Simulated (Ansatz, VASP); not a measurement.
# One calculation of Mn, two programs

```
Mn
1.0
     3.71103    0.00000    0.00000
    -1.85552    3.21385    0.00000
     0.00000    0.00000    4.32516
Mn
4
Direct
  0.00000 0.00000 0.25000
  0.00000 0.00000 0.75000
  0.33333 0.66667 0.75000
  0.66667 0.33333 0.25000
```

Alike in both runs: functional PBE; k mesh 15 × 15 × 12; occupations gaussian, width 0.1 eV; no spin polarisation.

Ansatz relaxed the structure, and its values are those at the end. VASP's run is a single point on that final structure, the one shown.

```csv
,VASP,Ansatz
version,VASP 6.6.1,Ansatz 0.2.0
potentials or method,"VASP PAW PBE potentials, release 64 (Mn_pv), cutoff 520 eV","scalar-relativistic, plane waves, PAW"
valence electrons in the cell,52,60
```

Ansatz gave:

- gap on the k mesh at the Fermi level (eV): none
- pressure (GPa): 0.0

Which values does VASP return?

gap on the k mesh at the Fermi level (eV): none; pressure (GPa): 0.6.

A gap of «none» marks a metal or a gap that the smearing closes. VASP's potentials hold 52 valence electrons a cell and Ansatz's 60, so a difference there can come from the potentials and not from the codes.
